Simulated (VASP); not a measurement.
# Si in VASP: notebook

Si is run at these levels: PBE; tasks: single point.

All numbers are computed with VASP 6.6.1; they aren't measurements. Logs are shortened: lines on timing, memory, paths and dates and some standing lists are left out, and cuts for length are marked.

## (1) The cell of the first run

The cell holds an amorphous packing of atoms, 24 atoms: a = 8.614 Å, b = 7.909 Å, c = 7.055 Å, α = 91.74°, β = 84.78°, γ = 90.84°.

## (2) Single point, PBE

Contents of INCAR:

```
SYSTEM = Si
  ALGO = Normal
  EDIFF = 1E-7
  ENCUT = 520
  GGA = PE
  ISIF = 2
  ISMEAR = 0
  LASPH = .TRUE.
  LCHARG = .FALSE.
  LREAL = Auto
  LWAVE = .FALSE.
  NBANDS = 66
  NELM = 100
  PREC = Accurate
  SIGMA = 0.1
```

Contents of KPOINTS:

```
k-points
0
G
  4 4 5
  0 0 0
```

Contents of POSCAR:

```
Si
1.0
    8.6065070000     -0.0613710000      0.3593700000
   -0.0535370000      7.9080120000     -0.1306790000
    0.3480840000     -0.0950930000      7.0458220000
Si
24
Direct
    0.0258284631      0.7087594904      0.0902516822
    0.0999727689      0.3237245578      0.7711706050
    0.2018263082      0.8420384411      0.8651704145
    0.3959517850      0.9576929370      0.3920082458
    0.7917002405      0.6094698861      0.6310187676
    0.3242108971      0.3650727659      0.1594128091
    0.5005543920      0.1966698674      0.5777507596
    0.8011364200      0.0887387350      0.0281602868
    0.1439510803      0.5590229501      0.3183060206
    0.5021147088      0.6032674615      0.6779697690
    0.5491944985      0.7460912588      0.2109529327
    0.5367220704      0.4443513231      0.3212264957
    0.2740193785      0.7270446604      0.5540789364
    0.7685928720      0.3630766154      0.1495234625
    0.0751995489      0.0903232935      0.9636293225
    0.0172075736      0.1530415021      0.5161383606
    0.9029341005      0.5112748690      0.9017886215
    0.9125434188      0.4069446662      0.4129890929
    0.6510232527      0.0300982632      0.7671409368
    0.8016815146      0.8596176112      0.2271196275
    0.4718116454      0.8251595389      0.9104870007
    0.2021310191      0.1098198068      0.2519064879
    0.8408976728      0.9065906830      0.5499571663
    0.3621541681      0.3706702681      0.8159872877
```

Potentials or basis: VASP PAW PBE potentials, release 64 (Si).

Launch:

```console
> cat potpaw_PBE.64/Si/POTCAR > POTCAR
> mpirun -np 1 vasp_std > vasp.out
```

OUTCAR:

```text
SYSTEM = Si
   EDIFF = 1E-7
   ENCUT = 520
   GGA = PE
   ISIF = 2
   ISMEAR = 0
   LASPH = .TRUE.
   LREAL = Auto
   NELM = 100
   PREC = Accurate

 ion  position               nearest neighbor table
   1  0.026  0.709  0.090-  17 2.33   9 2.34   3 2.36  20 2.40
   2  0.100  0.324  0.771-  15 2.32  24 2.33  16 2.37  17 2.37
   3  0.202  0.842  0.865-  15 2.32   1 2.36  21 2.38  13 2.38
   4  0.396  0.958  0.392-  13 2.36  22 2.38  11 2.41   7 2.47
   5  0.792  0.609  0.631-  17 2.37  18 2.37  23 2.46  10 2.49
   6  0.324  0.365  0.159-  12 2.31  22 2.35   9 2.38  24 2.42
   7  0.501  0.197  0.578-  19 2.38  24 2.38   4 2.47  12 2.70
   8  0.801  0.089  0.028-  14 2.32  20 2.33  15 2.36  19 2.38
   9  0.144  0.559  0.318-   1 2.34  18 2.37   6 2.38  13 2.44
  10  0.502  0.603  0.678-  21 2.37  24 2.37  13 2.45   5 2.49  12 2.77
  11  0.549  0.746  0.211-  20 2.35  21 2.38   4 2.41  12 2.53
  12  0.537  0.444  0.321-   6 2.31  14 2.33  11 2.53   7 2.70  10 2.77
  13  0.274  0.727  0.554-   4 2.36   3 2.38   9 2.44  10 2.45
  14  0.769  0.363  0.150-   8 2.32  12 2.33  18 2.34  17 2.34
  15  0.075  0.090  0.964-   3 2.32   2 2.32   8 2.36  22 2.40
  16  0.017  0.153  0.516-  22 2.36   2 2.37  18 2.37  23 2.46
  17  0.903  0.511  0.902-   1 2.33  14 2.34   5 2.37   2 2.37
  18  0.913  0.407  0.413-  14 2.34   9 2.37   5 2.37  16 2.37
  19  0.651  0.030  0.767-  23 2.34   8 2.38   7 2.38  21 2.40
  20  0.802  0.860  0.227-   8 2.33  23 2.35  11 2.35   1 2.40
  21  0.472  0.825  0.910-  10 2.37   3 2.38  11 2.38  19 2.40
  22  0.202  0.110  0.252-   6 2.35  16 2.36   4 2.38  15 2.40
  23  0.841  0.907  0.550-  19 2.34  20 2.35   5 2.46  16 2.46
  24  0.362  0.371  0.816-   2 2.33  10 2.37   7 2.38   6 2.42

  LATTYP: Found a triclinic cell.
 ALAT       =     7.0550558329
 B/A-ratio  =     1.5061502651
 C/A-ratio  =     1.1210787039
 COS(alpha) =     0.0083090274
 COS(beta)  =     0.0303111465
 COS(gamma) =     0.5901293375

  Lattice vectors:

 A1 = (   0.3480840000,  -0.0950930000,   7.0458220000)
 A2 = (  -8.2584230000,  -0.0337220000,   6.6864520000)
 A3 = (   0.0535370000,  -7.9080120000,   0.1306790000)

Analysis of symmetry for initial positions (statically):
=====================================================================
 Subroutine PRICEL returns:
 Original cell was already a primitive cell.

 Routine SETGRP: Setting up the symmetry group for a
 triclinic supercell.

 Subroutine GETGRP returns: Found  1 space group operations
 (whereof  1 operations were pure point group operations)
 out of a pool of  2 trial point group operations.

The static configuration has the point symmetry C_1 .

Analysis of symmetry for dynamics (positions and initial velocities):
=====================================================================
 Subroutine PRICEL returns:
 Original cell was already a primitive cell.

 Routine SETGRP: Setting up the symmetry group for a
 triclinic supercell.

 Subroutine GETGRP returns: Found  1 space group operations
 (whereof  1 operations were pure point group operations)
 out of a pool of  2 trial point group operations.

The dynamic configuration has the point symmetry C_1 .

 Subroutine INISYM returns: Found  1 space group operations
 (whereof  1 operations are pure point group operations),
 and found     1 'primitive' translations

----------------------------------------------------------------------------------------

                                     Primitive cell

  volume of cell :     478.4265

  direct lattice vectors                    reciprocal lattice vectors
     8.606507000 -0.061371000  0.359370000     0.116435899  0.000693367 -0.005742913
    -0.053537000  7.908012000 -0.130679000     0.000832386  0.126487197  0.001665995
     0.348084000 -0.095093000  7.045822000    -0.005923339  0.002310596  0.142251896

  length of vectors
     8.614225208  7.909272849  7.055055833     0.116579503  0.126500907  0.142393914

  position of ions in fractional coordinates (direct lattice)
     0.025828463  0.708759490  0.090251682
     0.099972769  0.323724558  0.771170605
     0.201826308  0.842038441  0.865170414
     0.395951785  0.957692937  0.392008246
     0.791700240  0.609469886  0.631018768
     0.324210897  0.365072766  0.159412809
[... 16 lines left out ...]
     0.840897673  0.906590683  0.549957166
     0.362154168  0.370670268  0.815987288

  ion indices of the primitive-cell ions
   primitive index   ion index
                 1           1
                 2           2
                 3           3
                 4           4
                 5           5
                 6           6
[... 16 lines left out ...]
                23          23
                24          24

----------------------------------------------------------------------------------------

 KPOINTS: k-points

Automatic generation of k-mesh.
 Grid dimensions read from file:
 generate k-points for:    4    4    5

[... 60 lines left out ...]
   NUPDOWN=      -1.0000    fix difference up-down
   EMIN   =  10.00;   EMAX   =-10.00  energy-range for DOS
   EFERMI =   0.00;   METHOD = LEGACY
   ISMEAR =     0;   SIGMA  =   0.10  broadening in eV -4-tet -1-fermi 0-gaus
   EFERMI_NEDOS =   21; number of points for ismear=-14 and -15
   IALGO  =     38    algorithm
   IMIX   =      4    mixing-type and parameters
     AMIX     =   0.40;   BMIX     =  1.00
     AMIX_MAG =   1.60;   BMIX_MAG =  1.00
  volume/ion in A,a.u.               =      19.93       134.52
  Fermi-wavevector in a.u.,A,eV,Ry     =   0.958429  1.811169 12.498136  0.918587
  Thomas-Fermi vector in A             =   2.087536
   LORBIT       =      0    0 simple, 1 ext, 2 COOP (PROOUT), +10 PAW based schemes
   GGA     = PE    functional components
   LHFCALC =     F    Hartree Fock is set to
   AEXX    =    0.0000 exact exchange contribution
   IVDW    =     0    specifies the selected vdW correction
   LEPSILON=     F    determine dielectric tensor
   LRPA    =     F    only Hartree local field effects (RPA)
 non-spin polarized calculation
 Gauss-broadening in eV      SIGMA  =   0.10
  energy-cutoff  :      520.00
  volume of cell :      478.43
 maximum number of plane-waves:     12914
   NGX = 33   NGY = 29   NGZ = 27

 number of electron      95.9999999 magnetization

 Free energy of the ion-electron system (eV)
  ---------------------------------------------------
  ext. energy  EPLUGINS =         0.00000000
  ---------------------------------------------------
  free energy    TOTEN  =      -124.89762515 eV

  energy without entropy =     -124.89732938  energy(sigma->0) =     -124.89747726

 E-fermi :   5.8063     XC(G=0):  -9.4868

 val. band max:        5.6259729411   @ k =   0.0000   0.5000   0.4000
 cond. band min:       5.9606360812   @ k =   0.0000  -0.2500   0.2000
 fundamental gap:      0.3346631401
 Fermi energy:         5.8062843382

 k-point     1 :       0.0000    0.0000    0.0000
  band No.  band energies     occupation
      1      -6.2224      2.00000
      2      -4.8050      2.00000
      3      -4.4632      2.00000
      4      -4.2847      2.00000
      5      -4.0512      2.00000
      6      -3.8162      2.00000
[... 52 lines left out ...]
     59       8.3399      0.00000
     60       8.5652      0.00000

 k-point     2 :       0.2500   -0.0000    0.0000
  band No.  band energies     occupation
      1      -6.1188      2.00000
      2      -5.2862      2.00000
      3      -4.3055      2.00000
      4      -4.1126      2.00000
      5      -3.8829      2.00000
      6      -3.7163      2.00000
[... 52 lines left out ...]
     59       8.2591      0.00000
     60       8.4329      0.00000

 k-point     3 :       0.5000   -0.0000    0.0000
  band No.  band energies     occupation
      1      -5.8800      2.00000
      2      -5.7101      2.00000
      3      -4.1834      2.00000
      4      -4.0733      2.00000
      5      -3.8470      2.00000
      6      -3.7005      2.00000
[... 1312 lines left out ...]
     59       8.3542      0.00000
     60       8.4343      0.00000

 k-point    24 :       0.2500   -0.2500    0.2000
  band No.  band energies     occupation
      1      -5.9230      2.00000
      2      -5.0856      2.00000
      3      -4.7840      2.00000
      4      -4.3064      2.00000
      5      -4.0385      2.00000
      6      -3.8808      2.00000
[... 52 lines left out ...]
     59       8.3976      0.00000
     60       8.5022      0.00000

 [... further k-points ...]

 [bands above 60 left out]

------------------------ aborting loop because EDIFF is reached ----------------------------------------

  FORCE on cell =-STRESS in cart. coord.  units (eV):
  Direction    XX          YY          ZZ          XY          YZ          ZX
  --------------------------------------------------------------------------------------
  -------------------------------------------------------------------------------------
  Total        0.8060469      0.2954277     -0.2246886      0.2535686     -0.1847048      0.2505275
  in kB        2.6993283      0.9893422     -0.7524478      0.8491625     -0.6185482      0.8389782
  external PRESSURE =       0.9787409 kB  Pullay stress =       0.0000000 kB

 VOLUME and BASIS-vectors are now :
 -----------------------------------------------------------------------------
  energy-cutoff  :      520.00
  volume of cell :      478.43
      direct lattice vectors                 reciprocal lattice vectors
     8.606507000 -0.061371000  0.359370000     0.116435899  0.000693367 -0.005742913
    -0.053537000  7.908012000 -0.130679000     0.000832386  0.126487197  0.001665995
     0.348084000 -0.095093000  7.045822000    -0.005923339  0.002310596  0.142251896

 POSITION                                       TOTAL-FORCE (eV/Angst)
 -----------------------------------------------------------------------------------
      0.21576      5.59471      0.55256         0.018207      0.037576      0.033963
      1.11152      2.48055      5.42715         0.036753      0.067529     -0.024322
      1.99309      6.56419      6.05833        -0.011180     -0.033321      0.021408
      3.49294      7.51187      2.77916        -0.032499     -0.000978     -0.010375
      7.00079      4.71110      4.65091        -0.046495      0.058213      0.071319
      2.82627      2.85194      1.19200        -0.003333     -0.001686      0.009497
[... 16 lines left out ...]
      7.38009      7.06543      4.05862         0.005293     -0.057959      0.000113
      3.38107      2.83144      5.83101        -0.042678      0.044921     -0.009180
 -----------------------------------------------------------------------------------
    total drift:                               -0.006457     -0.003093      0.001550

  FREE ENERGIE OF THE ION-ELECTRON SYSTEM (eV)
  ---------------------------------------------------
  free  energy   TOTEN  =      -124.8976251468 eV

  energy  without entropy=     -124.8973293765  energy(sigma->0) =     -124.89747726
```

It took 34 min on 1 thread of Intel Xeon Platinum 8259CL at 2.50GHz (Skylake/Cascade Lake), shared host; peak memory 0.96 GiB.

What came out:

```
Free energy            : -124.8976 eV
Pressure               : 0.1 GPa
Largest force          : 0.128 eV/Å
Band gap on the k mesh : 0.33 eV, indirect (least direct gap 0.57 eV)
```

Forces in eV/Å, atoms in the order of the input:
```
Si   0.018  0.038  0.034
Si   0.037  0.068 -0.024
Si  -0.011 -0.033  0.021
Si  -0.032 -0.001 -0.010
Si  -0.046  0.058  0.071
Si  -0.003 -0.002  0.009
Si  -0.003  0.017 -0.030
Si   0.028  0.012  0.010
Si   0.014  0.004 -0.006
Si  -0.033  0.086  0.057
Si   0.093  0.076  0.046
Si  -0.036 -0.069 -0.050
Si   0.012 -0.066 -0.008
Si  -0.043 -0.036  0.008
Si  -0.031 -0.021  0.023
Si   0.006  0.033  0.017
Si   0.053 -0.014 -0.062
Si   0.015 -0.046 -0.052
Si  -0.039 -0.025  0.005
Si  -0.045 -0.019 -0.014
Si   0.038 -0.039 -0.028
Si   0.045 -0.008 -0.009
Si   0.005 -0.058  0.000
Si  -0.043  0.045 -0.009
```

## (3) Single point, PBE

This run uses another cell than the first one, of 18.82 Å³/atom, 0.944 times its volume.

Contents of INCAR:

```
  PREC = Accurate
  ENCUT = 520
  EDIFF = 1E-7
  ISMEAR = -1
  SIGMA = 0.2413
  LREAL = Auto
  LASPH = True
  NELM = 80
  ALGO = Normal
  ISIF = 2
  LWAVE = False
  LCHARG = True
  GGA = PE
  LELF = True
  LVHAR = True
  ISYM = 0
  NBANDS = 66
```

Contents of KPOINTS:

```
Automatic mesh
0
Gamma
  1 1 1
  0.25 0.25 0.25
```

Contents of POSCAR:

```
Si
1.0
    7.7190500000     -0.0443600000      0.0013740000
   -0.0443600000      7.7822710000      0.2647900000
    0.0013740000      0.2647900000      7.5276290000
Si
24
Direct
    0.0053060032      0.6991111893      0.3473569244
    0.8521143282      0.4676402514      0.0250486219
    0.1865737729      0.8049950879     -0.1060406938
    0.5199055148      0.8872658499      1.0483617784
   -0.0360046575      0.6894543997      0.6637178639
    0.3083246400      0.5889120989      0.1687251494
    0.2189868569      0.1475726729      0.8564965601
    0.7221935948      0.3400615586      0.2770471029
    0.3228620231      0.9251177066      0.4287641527
    0.4653104410      0.4823831640      0.5283532737
    0.8038606100      0.8390264514      1.1950301591
    0.1281478429      0.4149379179      0.5975539594
    0.2968492285      0.6838437757      0.6428477195
    0.4288069850      0.4699980769     -0.1247763368
    0.9564964529      0.0812395291      0.0537412722
    0.8390464589      0.2319391495      0.5533131326
    0.8452705513      0.7642155589      0.9089905946
    0.2733946596      0.3083432726      0.1041197887
    0.5970182083      0.2083140303      0.9428018072
    0.6815366321      0.9768403022      0.5868235569
    0.5948199309      0.7094474327      0.7141924943
    0.4857288804      0.2146502216      0.3714480850
    0.1742105379      0.2110084919      0.3948212241
    0.7657910295      0.4278765757      0.7506251125
```

Potentials or basis: VASP PAW PBE potentials, release 64 (Si).

Launch:

```console
> cat potpaw_PBE.64/Si/POTCAR > POTCAR
> mpirun -np 1 vasp_std > vasp.out
```

It took 1.9 min on 1 thread of Intel Xeon 8259CL, shared host; peak memory 0.41 GiB.

It converged, with:

```
Free energy            : -113.6434 eV
Pressure               : 1.3 GPa
Largest force          : 2.632 eV/Å
Band gap on the k mesh : 0.10 eV
```

Forces in eV/Å, atoms in the order of the input:
```
Si   2.146 -1.258  0.861
Si   1.429 -0.166  1.393
Si  -0.049  0.385  1.074
Si  -0.288  0.220  0.064
Si   0.671 -1.049 -1.868
Si  -0.382  1.567  0.134
Si  -0.150 -0.325 -0.623
Si   1.255  1.201 -0.627
Si  -0.122  0.206 -0.682
Si   1.143 -0.959 -0.991
Si  -1.875  1.755  0.276
Si  -0.543 -0.227  0.871
Si  -0.960  1.395 -0.197
Si   0.418  0.162 -0.040
Si  -0.179  0.641  0.033
Si   1.160 -0.103 -0.680
Si  -0.122  0.856  0.876
Si  -0.673 -0.591  0.560
Si   0.019 -1.118  0.448
Si  -0.847  0.003 -0.409
Si   0.356 -0.213  0.479
Si  -1.107 -1.507  0.499
Si  -0.501 -1.544 -0.400
Si  -0.798  0.669 -1.051
```

Stress tensor (GPa, compression positive):
```
 3.65 -1.32 -2.15
-1.32  0.00  0.63
-2.15  0.63  0.32
```

Levels at points of the mesh, in eV from the valence-band top:
```tsv
k point	band 44	band 45	band 46	band 47	band 48	band 49	band 50	band 51	band 52	band 53
(0.25, 0.25, 0.25)	-0.82	-0.58	-0.31	-0.18	0.00	0.10	0.35	0.70	0.75	1.02
```

Caveat: the k points lie up to 0.84 Å⁻¹ apart.

## (4) Single point, PBE

This run uses another cell than the first one, of 18.82 Å³/atom, 0.944 times its volume.

Contents of INCAR:

```
  PREC = Accurate
  ENCUT = 520
  EDIFF = 1E-6
  ISMEAR = -1
  SIGMA = 0.2413
  LREAL = Auto
  LASPH = True
  NELM = 60
  ALGO = Normal
  ISIF = 2
  LWAVE = False
  LCHARG = False
  GGA = PE
  NBANDS = 66
  ISYM = 0
```

KPOINTS is that of step 3.

Contents of POSCAR:

```
Si
1.0
    7.7190500000     -0.0443600000      0.0013740000
   -0.0443600000      7.7822710000      0.2647900000
    0.0013740000      0.2647900000      7.5276290000
Si
24
Direct
   -0.0783717498      0.7730238998      0.2720493643
    0.9335711764      0.3631646037     -0.0026252731
    0.0905097254      0.8537262079     -0.0966528136
    0.4067566538      1.0399161971      1.0805924025
   -0.0532748707      0.7446230339      0.5537614123
    0.3432513772      0.6581887290      0.1919278406
    0.2609579738      0.1753239211      0.7254157216
    0.6686994278      0.4293912369      0.1517298078
    0.3436872455      0.8829665978      0.3801790774
    0.5269031891      0.5250655989      0.4642269053
    0.6253125327      0.7971529090      1.0116428030
    0.0689641694      0.4137630321      0.5164893129
    0.2506651457      0.7309831100      0.6387320056
    0.4422477041      0.4008474531     -0.0593504336
    1.0914124515      0.1431989145      0.0116594161
    0.8442804611      0.1856341765      0.5776117400
    0.8233185601      0.6393490901      0.8256147473
    0.2254740029      0.3541979115      0.2824724935
    0.6253450115      0.1089174350      0.8873118652
    0.6592856432      0.9353195772      0.3813191206
    0.5020613324      0.8716994668      0.7467689848
    0.4920193718      0.2509440191      0.2938465085
    0.0748552188      0.0359249684      0.4311897646
    0.7027182645      0.3584990280      0.7202310990
```

Launch:

```console
> cat potpaw_PBE.64/Si/POTCAR > POTCAR
> mpirun -np 1 vasp_std > vasp.out
```

It took 1.7 min on 1 thread of Intel Xeon 8259CL, shared host; peak memory 0.41 GiB.

The run converged. Its results:

* Free energy: -113.3353 eV
* Pressure: 0.8 GPa
* Largest force: 3.729 eV/Å
* Band gap on the k mesh: 0.09 eV

Forces on the atoms (eV/Å):
```
Si  -0.773  0.566 -3.004
Si  -2.000  2.829 -0.082
Si  -0.008 -0.451  0.358
Si  -1.146 -0.155  0.487
Si   0.019 -1.017  2.496
Si   0.075 -0.558 -1.123
Si  -0.522  0.451  0.106
Si   2.071  2.028 -0.544
Si   0.021  0.536 -0.402
Si  -0.008 -0.136 -0.265
Si   0.686 -1.043  1.694
Si  -0.407  0.112  1.600
Si  -0.195 -0.871  0.712
Si  -0.466  0.166 -0.483
Si   2.119 -2.556 -0.081
Si   1.467 -2.012 -2.163
Si   0.294 -0.268  0.800
Si  -0.919  0.399 -1.524
Si   0.667 -0.014 -0.241
Si   0.165  0.660  0.875
Si  -0.270  0.099 -1.628
Si   0.527 -2.113  1.615
Si   0.418  0.303 -0.355
Si  -1.818  3.047  1.149
```

Stress tensor (GPa, compression positive):
```
 2.17 -2.84 -3.42
-2.84 -0.30  0.01
-3.42  0.01  0.52
```

Levels at points of the mesh, in eV from the valence-band top:
```csv
k point,band 45,band 46,band 47,band 48,band 49,band 50,band 51,band 52
"(0.25, 0.25, 0.25)",-0.53,-0.35,-0.14,0.00,0.09,0.39,0.50,0.72
```

Caveat: the k points lie up to 0.84 Å⁻¹ apart.
